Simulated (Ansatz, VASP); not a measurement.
## TiAl in VASP and in Ansatz

```
Ti Al
1.0
     3.15580    0.00000    0.00000
     0.00000    3.15580    0.00000
     0.00000    0.00000    3.15580
Ti Al
1 1
Cartesian
  0.0000 0.0000 0.0000
  1.5779 1.5779 1.5779
```

Alike in both runs: functional PBEsol; k mesh 14 × 14 × 14; occupations gaussian, width 0.1 eV; no spin polarisation.

Ansatz relaxed the structure, and its values are those at the end. VASP's run is a single point on that final structure, the one shown.

|  | VASP | Ansatz |
| --- | --- | --- |
| version | VASP 6.6.1 | Ansatz 0.2.0 |
| potentials or method | VASP PAW PBE potentials, release 64 (Ti_sv, Al), cutoff 520 eV | scalar-relativistic, plane waves, PAW |
| valence electrons in the cell | 15 | 15 |

```csv
,VASP,Ansatz,Ansatz less VASP
gap on the k mesh at the Fermi level (eV),none,none,-
pressure (GPa),0.1,0.0,-0.08
```

VASP's potentials were made for PBE, not for PBEsol, and Ansatz warns of the same on its side. A gap of «none» marks a metal or a gap that the smearing closes.
